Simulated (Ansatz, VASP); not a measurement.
**Two plane-wave programs on GaN**

```
Ga N
1.0
     0.04225    2.25350    2.25350
     2.25350    0.04225    2.25350
     2.29575    2.29575    0.00000
Ga N
1 1
Direct
  0.00000 0.00000 0.00000
  0.75000 0.75000 0.75000
```

Change from the starting cell: strain +0.0375 x Voigt [0, 0, 0, 0, 0, 1], atoms carried along.

Alike in both runs: task single point; functional PBE; k mesh 10 × 10 × 10; occupations gaussian, width 0.05 eV; no spin polarisation.

```csv
,VASP,Ansatz
version,VASP 6.6.1,Ansatz 0.2.0
potentials or method,"VASP PAW PBE potentials, release 64 (Ga_d, N), cutoff 520 eV","scalar-relativistic, plane waves, PAW"
valence electrons in the cell,18,18
```

Ansatz gave:

| Item | Value |
| --- | --- |
| gap on the k mesh at the Fermi level (eV) | 1.62 |
| least direct gap on the mesh (eV) | 1.62 |
| pressure (GPa) | 5.4 |
| traceless stress, the component that is largest in VASP (GPa) | -7.22 |
| rms of the force components (eV/Å) | 0.189 |

Question: Which values does VASP return?

Answer: gap on the k mesh at the Fermi level (eV): 1.63; least direct gap on the mesh (eV): 1.63; pressure (GPa): 5.4; traceless stress, the component that is largest in VASP (GPa): -7.20; rms of the force components (eV/Å): 0.184.

Atom by atom the forces differ by 0.004 eV/Å (rms over components). The functional is the same, so the differences come from potentials, cutoffs and numerics.
